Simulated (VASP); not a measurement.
Wanted: the native input for a VASP 6.6.1 run.

- Task: single point
- Functional: PBEsol
- Potentials or basis: VASP PAW PBE potentials, release 64 (Al, Ga_d, N)
- Cutoff: 520 eV
- k mesh: 6 × 6 × 6
- Occupations: gaussian, width 0.05 eV
- Spin: no spin polarisation
- Dipole correction: no
- Further INCAR settings: ALGO = Normal; EDIFF = 1e-06; NBANDS = 31

The structure of Al3GaN4 lies in POSCAR:

```
Al3GaN4
1.0
    4.6517267777      0.0000000000      0.0000000000
    0.0000000000      4.6517267777      0.0000000000
    0.0000000000      0.0000000000      4.3777400705
Al Ga N
3 1 4
Direct
    0.5000000000      0.5000000000      0.0000000000
    0.5000000000      0.0000000000      0.5000000000
    0.0000000000      0.5000000000      0.5000000000
    0.0000000000      0.0000000000      0.0000000000
    0.7447140287      0.7447140287      0.2552859713
    0.7447140287      0.2552859713      0.7447140287
    0.2552859713      0.7447140287      0.7447140287
    0.2552859713      0.2552859713      0.2552859713
```

The input as run:

INCAR

```
SYSTEM = Al3GaN4
PREC = Accurate
ENCUT = 520
EDIFF = 1E-6
ISMEAR = 0
SIGMA = 0.05
LREAL = .False.
LASPH = .True.
NELM = 60
ALGO = Normal
ISIF = 2
LWAVE = .False.
LCHARG = .False.
GGA = PS
NBANDS = 31
```

KPOINTS

```
Automatic mesh
0
Gamma
  6 6 6
  0 0 0
```

Potentials or basis: VASP PAW PBE potentials, release 64 (Al, Ga_d, N).

Launch:

```console
$ cat potpaw_PBE.64/Al/POTCAR potpaw_PBE.64/Ga_d/POTCAR potpaw_PBE.64/N/POTCAR > POTCAR
$ mpirun -np 1 vasp_std > vasp.out
```

It gave:

```json
{
 "Pressure": "-16.6 GPa",
 "Largest force": "0.052 eV/Å",
 "Band gap on the k mesh": "2.47 eV"
}
```

Caveat: the cell stands under tension; the PAW data sets were made with another functional, which shifts forces and pressure a little.

Run time: 2.2 min on 1 thread of Intel Xeon 8259CL (shared host), peak memory 0.27 GiB.
